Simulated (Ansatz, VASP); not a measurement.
## One calculation of KI, two programs

```
CELL_PARAMETERS angstrom
0.00000 3.43644 3.52455
3.43644 0.00000 3.52455
3.43644 3.43644 0.00000
ATOMIC_POSITIONS crystal
K 0.00000 0.00000 0.00000
I 0.50000 0.50000 0.50000
```

Change from the starting cell: strain -0.025 along x and y, +0.000 along z, atoms carried along.

Alike in both runs: task single point; functional PBE; k mesh 6 × 6 × 6; occupations gaussian, width 0.05 eV; no spin polarisation.

|  | VASP | Ansatz |
| --- | --- | --- |
| version | VASP 6.6.1 | Ansatz 0.2.0 |
| potentials or method | VASP PAW PBE potentials, release 64 (K_sv, I), cutoff 520 eV | scalar-relativistic, plane waves, PAW |
| valence electrons in the cell | 16 | 26 |

|  | VASP | Ansatz | Ansatz less VASP |
| --- | --- | --- | --- |
| gap on the k mesh at the Fermi level (eV) | 4.10 | 4.10 | +0.005 |
| least direct gap on the mesh (eV) | 4.10 | 4.10 | +0.005 |
| pressure (GPa) | 1.5 | 1.5 | -0.05 |
| traceless stress, the component that is largest in VASP (GPa) | -0.58 | -0.57 | +0.007 |

VASP's potentials hold 16 valence electrons a cell and Ansatz's 26, so a difference there can come from the potentials and not from the codes.

Spin-orbit coupling is off throughout.
